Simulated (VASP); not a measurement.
# La3LuO2: single point with PBE

Crystal: La3LuO2.

```xyz
6
Lattice="5.1232 0.0000 0.0000 0.0000 5.1232 0.0000 0.0000 0.0000 5.5816" Properties=species:S:1:pos:R:3 pbc="T T T"
La    2.5616    2.5616    2.7908
La    0.0000    2.5616    0.0000
La    2.5616    0.0000    0.0000
Lu    0.0000    0.0000    0.0000
O     0.0000    0.0000    1.8279
O     0.0000    0.0000    3.7537
```

- Program: VASP 6.6.1
- Task: single point
- Functional: PBE
- Potentials or basis: VASP PAW PBE potentials, release 64 (La, Lu, O)
- Cutoff: 520 eV
- k mesh: 4 × 4 × 4
- Occupations: gaussian, width 0.1 eV
- Spin: no spin polarisation
- Dipole correction: no
- Further INCAR settings: ALGO = Normal; EDIFF = 1e-07; NBANDS = 44

```yaml
Pressure: 18.8 GPa
Largest_force: 2.809 eV/Å
Band_gap_on_the_k_mesh: zero (band 35 reaches 7.19 eV, above the bottom of band 36 at 6.54 eV)
```

Forces on the atoms (eV/Å):
```
La   0.000  0.000  0.000
La   0.000  0.000  0.000
La   0.000  0.000  0.000
Lu   0.000  0.000  0.000
O    0.000  0.000  2.809
O    0.000  0.000 -2.809
```

Stress tensor (GPa, compression positive):
```
15.84  0.00  0.00
 0.00 15.84  0.00
 0.00  0.00 24.73
```

Levels at points of the mesh, in eV from the Fermi level:
```tsv
k point	band 31	band 32	band 33	band 34	band 35	band 36	band 37	band 38	band 39	band 40
(0.00, 0.00, 0.00)	-3.28	-2.64	-1.42	-1.14	-1.10	-0.32	-0.23	-0.23	1.07	1.09
(0.50, 0.00, 0.00)	-1.53	-1.17	-1.07	-0.54	-0.12	0.33	0.34	0.80	0.86	0.90
(0.50, 0.50, 0.00)	-0.12	-0.12	-0.09	0.06	0.18	0.29	0.86	0.86	0.90	0.97
(0.00, 0.00, 0.50)	-2.71	-2.18	-1.67	-1.11	-0.71	-0.02	0.23	0.52	0.52	0.90
(0.50, 0.00, 0.50)	-2.14	-1.59	-1.03	-0.40	-0.36	0.08	0.37	0.64	0.80	0.87
(0.50, 0.50, 0.50)	-2.12	-1.39	-0.54	-0.54	-0.31	0.00	1.00	1.00	1.10	1.11
```

Run time: 4.8 min on 1 thread of Intel(R) Xeon(R) Platinum 8259CL CPU @ 2.50GHz (Skylake/Cascade Lake), with other jobs on the host, peak memory 0.31 GiB.

Caveat: spin-orbit coupling is left out, which moves the levels of the heavy elements; forces of over 1 eV/Å act on the atoms, so gaps and moduli don't describe the material at rest.
